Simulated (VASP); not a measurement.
# GaAs (F-43m) in VASP: further runs

The runs below take GaAs through elastic constants, with r2SCAN.

All numbers are computed with VASP 6.6.1; they aren't measurements. Logs are shortened: lines on timing, memory, paths and dates and some standing lists are left out, and cuts for length are marked.

## Step 1: The cell of the first run

It takes space group F-43m (No. 216, cubic). Conventional cell: a = 5.517 Å, b = 5.517 Å, c = 5.517 Å, α = 90.00°, β = 90.00°, γ = 90.00°. Ga (site symmetry -43m) has 4 As at 2.39 Å within 3.2 Å. Within 3.2 Å of As (site symmetry -43m) lie 4 Ga at 2.39 Å.

## Step 2: Elastic constants, r2SCAN

INCAR

```
SYSTEM = GaAs
  PREC = Accurate
  ENCUT = 600
  EDIFF = 1E-8
  ISMEAR = 0
  SIGMA = 0.01
  LREAL = .FALSE.
  LASPH = .TRUE.
  NELM = 80
  ALGO = Normal
  ISIF = 3
  LWAVE = .FALSE.
  LCHARG = .TRUE.
  METAGGA = R2SCAN
  LMIXTAU = .TRUE.
  IBRION = 6
  NFREE = 2
  POTIM = 0.015
  NSW = 1
```

KPOINTS

```
regular mesh
0
G
  8 8 8
  0 0 0
```

POSCAR

```
GaAs
1.0
    0.0000000000      2.7584331366      2.7584331366
    2.7584331366      0.0000000000      2.7584331366
    2.7584331366      2.7584331366      0.0000000000
Ga As
1 1
Direct
    0.0000000000      0.0000000000      0.0000000000
    0.7500000000      0.7500000000      0.7500000000
```

Potentials or basis: VASP PAW PBE potentials, release 64 (Ga_d, As).

Launch:

```sh
> cat potpaw_PBE.64/Ga_d/POTCAR potpaw_PBE.64/As/POTCAR > POTCAR
> mpirun -np 1 vasp_std > vasp.out
```

OUTCAR:

```text
SYSTEM = GaAs
   PREC = Accurate
   ENCUT = 600
   EDIFF = 1E-8
   ISMEAR = 0
   LREAL = .FALSE.
   LASPH = .TRUE.
   NELM = 80
   ISIF = 3
   METAGGA = R2SCAN
   IBRION = 6
   NFREE = 2
   POTIM = 0.015
   NSW = 1

 ion  position               nearest neighbor table
   1  0.000  0.000  0.000-   2 2.39   2 2.39   2 2.39   2 2.39
   2  0.750  0.750  0.750-   1 2.39   1 2.39   1 2.39   1 2.39

  LATTYP: Found a face centered cubic cell.
 ALAT       =     5.5168662732

  Lattice vectors:

 A1 = (   0.0000000000,   2.7584331366,   2.7584331366)
 A2 = (   2.7584331366,   0.0000000000,   2.7584331366)
 A3 = (   2.7584331366,   2.7584331366,   0.0000000000)

Analysis of symmetry for initial positions (statically):
=====================================================================
 Subroutine PRICEL returns:
 Original cell was already a primitive cell.

 Routine SETGRP: Setting up the symmetry group for a
 face centered cubic supercell.

 Subroutine GETGRP returns: Found 24 space group operations
 (whereof 24 operations were pure point group operations)
 out of a pool of 48 trial point group operations.

The static configuration has the point symmetry T_d .

Analysis of symmetry for dynamics (positions and initial velocities):
=====================================================================
 Subroutine PRICEL returns:
 Original cell was already a primitive cell.

 Routine SETGRP: Setting up the symmetry group for a
 face centered cubic supercell.

 Subroutine GETGRP returns: Found 24 space group operations
 (whereof 24 operations were pure point group operations)
 out of a pool of 48 trial point group operations.

The dynamic configuration has the point symmetry T_d .

 Subroutine INISYM returns: Found 24 space group operations
 (whereof 24 operations are pure point group operations),
 and found     1 'primitive' translations

----------------------------------------------------------------------------------------

                                     Primitive cell

  volume of cell :      41.9776

  direct lattice vectors                    reciprocal lattice vectors
     0.000000000  2.758433137  2.758433137    -0.181262324  0.181262324  0.181262324
     2.758433137  0.000000000  2.758433137     0.181262324 -0.181262324  0.181262324
     2.758433137  2.758433137  0.000000000     0.181262324  0.181262324 -0.181262324

  length of vectors
     3.901013553  3.901013553  3.901013553     0.313955554  0.313955554  0.313955554

  position of ions in fractional coordinates (direct lattice)
     0.000000000  0.000000000  0.000000000
     0.750000000  0.750000000  0.750000000

  ion indices of the primitive-cell ions
   primitive index   ion index
                 1           1
                 2           2

----------------------------------------------------------------------------------------

 KPOINTS: regular mesh

Automatic generation of k-mesh.
 Grid dimensions read from file:
 generate k-points for:    8    8    8

 Generating k-lattice:

  Cartesian coordinates                     Fractional coordinates (reciprocal lattice)
    -0.022657790  0.022657790  0.022657790     0.125000000  0.000000000  0.000000000
     0.022657790 -0.022657790  0.022657790     0.000000000  0.125000000  0.000000000
     0.022657790  0.022657790 -0.022657790     0.000000000  0.000000000  0.125000000

  Length of vectors
[... 111 lines left out ...]
  -------------------------------------------------------------------------------------
  Total        1.8548962      1.8548962      1.8548962      0.0000000      0.0000000      0.0000000
  in kB       70.7966678     70.7966678     70.7966678      0.0000000      0.0000000      0.0000000
  external PRESSURE =      70.7966678 kB  Pullay stress =       0.0000000 kB
[... 89 lines left out ...]
  FREE ENERGIE OF THE ION-ELECTRON SYSTEM (eV)
  ---------------------------------------------------
  free  energy   TOTEN  =       -26.9485777827 eV

  energy  without entropy=      -26.9485777827  energy(sigma->0) =      -26.94857778

[... ionic steps 4 to 14 ...]

--------------------------------------- Ionic step       15  -------------------------------------------

 number of electron      17.9999996 magnetization

------------------------ aborting loop because EDIFF is reached ----------------------------------------
[... 67 lines left out ...]
--------------------------------------- Ionic step       17  -------------------------------------------

 number of electron      17.9999991 magnetization

 Free energy of the ion-electron system (eV)
  ---------------------------------------------------
  ext. energy  EPLUGINS =         0.00000000
  ---------------------------------------------------
  free energy    TOTEN  =       -26.97942866 eV

  energy without entropy =      -26.97942866  energy(sigma->0) =      -26.97942866

 E-fermi :   4.5810     XC(G=0): -10.6133

 val. band max:        4.4534964404   @ k =   0.0000   0.0000   0.0000
 cond. band min:       5.9780349010   @ k =   0.5000   0.0000   0.0000
 fundamental gap:      1.5245384606
 Fermi energy:         4.5810006774

 k-point     1 :       0.0000    0.0000    0.0000
  band No.  band energies     occupation
      1     -10.9834      2.00000
      2     -10.9812      2.00000
      3     -10.9783      2.00000
      4     -10.8693      2.00000
      5     -10.8693      2.00000
      6      -9.3798      2.00000
      7       4.3545      2.00000
      8       4.4052      2.00000
      9       4.4535      2.00000
     10       6.0067      0.00000
     11       8.4222      0.00000
     12       8.4540      0.00000
     13       8.4882      0.00000
[... 354 lines left out ...]
  band No.  band energies     occupation
      1     -11.1102      2.00000
      2     -10.9466      2.00000
      3     -10.9372      2.00000
      4     -10.8754      2.00000
      5     -10.8647      2.00000
      6      -6.8858      2.00000
      7      -2.5945      2.00000
      8       0.8169      2.00000
      9       2.1688      2.00000
     10       8.0212      0.00000
     11       8.8899      0.00000
     12      11.4669      0.00000
     13      12.9539      0.00000

 [... further k-points ...]

------------------------ aborting loop because EDIFF is reached ----------------------------------------

  FORCE on cell =-STRESS in cart. coord.  units (eV):
  Direction    XX          YY          ZZ          XY          YZ          ZX
  --------------------------------------------------------------------------------------
  -------------------------------------------------------------------------------------
  Total        1.8548341      1.8581158      1.8581158      0.0000000     -0.1553570      0.0000000
  in kB       70.7942957     70.9195517     70.9195517      0.0000000     -5.9295808      0.0000000
  external PRESSURE =      70.8777997 kB  Pullay stress =       0.0000000 kB
[... 17 lines left out ...]
  FREE ENERGIE OF THE ION-ELECTRON SYSTEM (eV)
  ---------------------------------------------------
  free  energy   TOTEN  =       -26.9794286620 eV

  energy  without entropy=      -26.9794286620  energy(sigma->0) =      -26.97942866

 INTERNAL STRAIN TENSORS FROM STRAINED CELLS
 ============================================

 INTERNAL STRAIN TENSOR FOR ION    1 for displacements in x,y,z  (eV/Angst):
          X           Y           Z          XY          YZ          ZX
  --------------------------------------------------------------------------------
  x    -0.00000     0.00000    -0.00000    -0.00000   -10.30821     0.00000
  y    -0.00000     0.00000    -0.00000    -0.00000    -0.00000   -10.30783
  z    -0.00000     0.00000    -0.00000   -10.30718    -0.00000     0.00000

 INTERNAL STRAIN TENSORS FROM DISPLACED ATOMS
 ============================================

 INTERNAL STRAIN TENSOR FOR ION    1 for displacements in x,y,z  (eV/Angst):
          X           Y           Z          XY          YZ          ZX
  --------------------------------------------------------------------------------
  x    -0.00000    -0.00000    -0.00000     0.00000   -10.28164     0.00000
  y    -0.00000     0.00000    -0.00000     0.00000     0.00000   -10.28164
  z    -0.00000    -0.00000    -0.00000   -10.28164     0.00000     0.00000

 INTERNAL STRAIN TENSOR FOR ION    2 for displacements in x,y,z  (eV/Angst):
          X           Y           Z          XY          YZ          ZX
  --------------------------------------------------------------------------------
  x     0.00000     0.00000     0.00000     0.00000    10.33869     0.00000
  y     0.00000     0.00000     0.00000     0.00000     0.00000    10.33869
  z     0.00000     0.00000     0.00000    10.33869     0.00000     0.00000

 Eigenvectors and eigenvalues of the dynamical matrix
 ----------------------------------------------------

   1 f  =    8.797682 THz    55.277465 2PiTHz  293.459079 cm-1    36.384272 meV
             X         Y         Z           dx          dy          dz
      0.000000  0.000000  0.000000    -0.720257    0.000000    0.000000
      4.137650  4.137650  4.137650     0.693707    0.000000    0.000000
[... 21 lines left out ...]
   6 f/i=    0.007036 THz     0.044208 2PiTHz    0.234694 cm-1     0.029098 meV
             X         Y         Z           dx          dy          dz
      0.000000  0.000000  0.000000     0.000000   -0.581346   -0.378506
      4.137650  4.137650  4.137650     0.000000   -0.603596   -0.392992

--------------------------------------------------------------------------------------------------------

 ELASTIC MODULI CONTR FROM IONIC RELAXATION (kBar)
 Direction    XX          YY          ZZ          XY          YZ          ZX
 --------------------------------------------------------------------------------
 XX          -0.0000     -0.0000     -0.0000     -0.0000     -0.0000     -0.0000
 YY          -0.0000     -0.0000     -0.0000     -0.0000     -0.0000      0.0000
 ZZ          -0.0000     -0.0000     -0.0000     -0.0000     -0.0000     -0.0000
 XY          -0.0000     -0.0000     -0.0000   -354.7562      0.0000      0.0000
 YZ          -0.0000     -0.0000     -0.0000      0.0000   -354.7562      0.0000
 ZX          -0.0000      0.0000     -0.0000      0.0000      0.0000   -354.7562
 --------------------------------------------------------------------------------

 TOTAL ELASTIC MODULI (kBar)
 Direction    XX          YY          ZZ          XY          YZ          ZX
 --------------------------------------------------------------------------------
 XX        1413.2195    742.3311    742.3311      0.0000     -0.0000     -0.0000
 YY         742.3311   1413.2195    742.3311     -0.0000      0.0000      0.0000
 ZZ         742.3311    742.3311   1413.2195     -0.0000      0.0000     -0.0000
 XY           0.0000     -0.0000     -0.0000    672.7215      0.0000      0.0000
 YZ          -0.0000      0.0000      0.0000      0.0000    672.7215      0.0000
 ZX          -0.0000      0.0000     -0.0000      0.0000      0.0000    672.7215
 --------------------------------------------------------------------------------
```

It took 2.1 h on 1 thread of Oxide Virtual Turin-like, shared host; peak memory 0.32 GiB.

Results:

- Elastic constants C11, C12, C44: 141, 74, 67 GPa
- Voigt bulk modulus: 97 GPa
- Highest phonon frequency at Γ, LO-TO splitting left out: 293 cm⁻¹

Phonon frequencies in cm⁻¹ (negative: imaginary):
| q point | frequencies |
| --- | --- |
| (0.000, 0.000, 0.000) | 0 0 0 293 293 293 |

Elastic tensor in Voigt notation (GPa, in the Cartesian axes of the cell as first typed):
```
141  74  74   0   0   0
 74 141  74   0   0   0
 74  74 141   0   0   0
  0   0   0  67   0   0
  0   0   0   0  67   0
  0   0   0   0   0  67
```

Clamped-ion elastic tensor (GPa):
```
141  74  74   0   0   0
 74 141  74   0   0   0
 74  74 141   0   0   0
  0   0   0 103   0   0
  0   0   0   0 103   0
  0   0   0   0   0 103
```

Caveat: the cell is under stress, which shifts elastic constants; the PAW data sets were made with another functional, which shifts forces and pressure a little.

## Step 3: Elastic constants, r2SCAN

This run uses another cell than the first one, of 20.42 Å³/atom.

INCAR

```
SYSTEM = GaAs
PREC = Accurate
ENCUT = 600
EDIFF = 1E-8
ISMEAR = 0
SIGMA = 0.01
LREAL = .FALSE.
LASPH = .TRUE.
NELM = 60
ALGO = Normal
ISIF = 3
LWAVE = .FALSE.
LCHARG = .TRUE.
METAGGA = R2SCAN
LMIXTAU = .TRUE.
NBANDS = 16
IBRION = 6
NFREE = 2
POTIM = 0.015
NSW = 1
```

KPOINTS is that of step 2.

POSCAR

```
GaAs
1.0
    0.0000000000      2.7332779449      2.7332779449
    2.7332779449      0.0000000000      2.7332779449
    2.7332779449      2.7332779449      0.0000000000
Ga As
1 1
Direct
    0.0000000000      0.0000000000      0.0000000000
    0.7500000000      0.7500000000      0.7500000000
```

Potentials or basis: VASP PAW PBE potentials, release 64 (Ga_d, As).

Launch:

```sh
> cat potpaw_PBE.64/Ga_d/POTCAR potpaw_PBE.64/As/POTCAR > POTCAR
> mpirun -np 1 vasp_std > vasp.out
```

It took 2 h on 1 thread of Oxide Virtual Turin-like, shared host; peak memory 0.33 GiB.

The run converged. Its results:

```yaml
Elastic_constants_C11_C12_C44: 151, 84, 70 GPa
Voigt_bulk_modulus: 106 GPa
Highest_phonon_frequency_at_Γ_LO-TO_splitting_left_out: 305 cm⁻¹
```

Phonon frequencies in cm⁻¹ (negative: imaginary):
```
              q point           frequencies
(0.000, 0.000, 0.000)  -2 -2 -2 305 305 305
```

Elastic tensor in Voigt notation (GPa, in the Cartesian axes of the cell as first typed):
```
151  84  84   0   0   0
 84 151  84   0   0   0
 84  84 151   0   0   0
  0   0   0  70   0   0
  0   0   0   0  70   0
  0   0   0   0   0  70
```

Clamped-ion elastic tensor (GPa):
```
151  84  84   0   0   0
 84 151  84   0   0   0
 84  84 151   0   0   0
  0   0   0 112   0   0
  0   0   0   0 112   0
  0   0   0   0   0 112
```

Caveat: the cell is under stress, which shifts elastic constants; the PAW data sets were made with another functional, which shifts forces and pressure a little.
